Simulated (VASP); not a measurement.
The system is CdTe.

```xyz
2
Lattice="0.0000 3.2472 3.2472 3.2472 0.0000 3.2472 3.2472 3.2472 0.0000" Properties=species:S:1:pos:R:3 pbc="T T T"
Te    4.8708    4.8708    4.8708
Cd    0.0000    0.0000    0.0000
```

Base run:

* Program: VASP 6.6.1
* Functional: PBEsol-based screened hybrid
* Potentials or basis: VASP PAW PBE potentials, release 64 (Te, Cd)
* Cutoff: 520 eV
* k mesh: 4 × 4 × 4
* Occupations: fermi-dirac, width 0.05 eV
* Spin: no spin polarisation

Its results: band gap on the k mesh 1.41 eV, direct; pressure -0.1 GPa.

**Question.** The run is repeated on the same cell with these changes: functional from PBEsol-based screened hybrid to PBEsol; k mesh from 4 × 4 × 4 to 7 × 7 × 7. What comes out?

**Answer.** Band gap on the k mesh 0.64 eV, direct; pressure 0.1 GPa.

Several settings changed at once, so the effect can't be laid on one alone.

Caveats: the PAW data sets were made with another functional, which shifts forces and pressure a little; spin-orbit coupling is left out, which moves the levels of the heavy elements.

